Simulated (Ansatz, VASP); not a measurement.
# RbLa2Cl2: VASP beside Ansatz

File INCAR:

```
ALGO = Normal ; EDIFF = 1E-6
ENCUT = 520 ; GGA = PE
ISIF = 2 ; ISMEAR = 0
LASPH = T ; LCHARG = F
LREAL = F ; LWAVE = F
NBANDS = 30 ; NELM = 60
PREC = Accurate ; SIGMA = 0.1
```

Contents of KPOINTS:

```
k-points
0
Gamma
  4 4 4
```

POSCAR

```
RbLa2Cl2
1.0
   -3.0372523900      3.0372523900      5.1969522800
    3.0372523900     -3.0372523900      5.1969522800
    3.0372523900      3.0372523900     -5.1969522800
Rb La Cl
1 2 2
Direct
    0.0000000000      0.0000000000      0.0000000000
    0.3485684600      0.3485684600      0.0000000000
    0.6514315400      0.6514315400      0.0000000000
    0.5000000000      0.0000000000      0.5000000000
    0.0000000000      0.5000000000      0.5000000000
```

Input for Ansatz:

```yaml
crystal:
  lattice:
    - [-3.03725239, 3.03725239, 5.19695228]
    - [3.03725239, -3.03725239, 5.19695228]
    - [3.03725239, 3.03725239, -5.19695228]
  atoms:
    - { symbol: Rb, position: [0.0, 0.0, 0.0] }
    - { symbol: La, position: [0.34856846, 0.34856846, 0.0] }
    - { symbol: La, position: [0.65143154, 0.65143154, 0.0] }
    - { symbol: Cl, position: [0.5, 0.0, 0.5] }
    - { symbol: Cl, position: [0.0, 0.5, 0.5] }
basis:
  ecutwfc: 420
kpoints:
  mp_grid: { grid: [4, 4, 4] }
hamiltonian:
  xc: pbe
scf:
  occupations: { method: gaussian, width: 0.1 }
  lower_state_search: "off"
output:
  forces: true
  stress: true
  eigenvalues: true
```

Alike in both runs: task single point; functional PBE; k mesh 4 × 4 × 4; occupations gaussian, width 0.1 eV; no spin polarisation.

```csv
,VASP,Ansatz
version,VASP 6.6.1,Ansatz 0.2.0
potentials or method,"VASP PAW PBE potentials, release 64 (Rb_sv, La, Cl), cutoff 520 eV","scalar-relativistic, plane waves, PAW"
valence electrons in the cell,45,45
```

```tsv
	VASP	Ansatz	Ansatz less VASP
gap on the k mesh at the Fermi level (eV)	none	none	-
pressure (GPa)	-0.6	-0.6	+0.02
traceless stress, the component that is largest in VASP (GPa)	3.06	3.07	+0.014
rms of the force components (eV/Å)	0.360	0.361	+0.0009
```

Atom by atom the forces differ by 0.001 eV/Å (rms over components). A gap of «none» marks a metal or a gap that the smearing closes. With one functional, cell and mesh, what is left measures potentials, basis and numerics.

The k mesh is coarse, so the values compare programs but aren't converged. Spin-orbit coupling is off throughout.
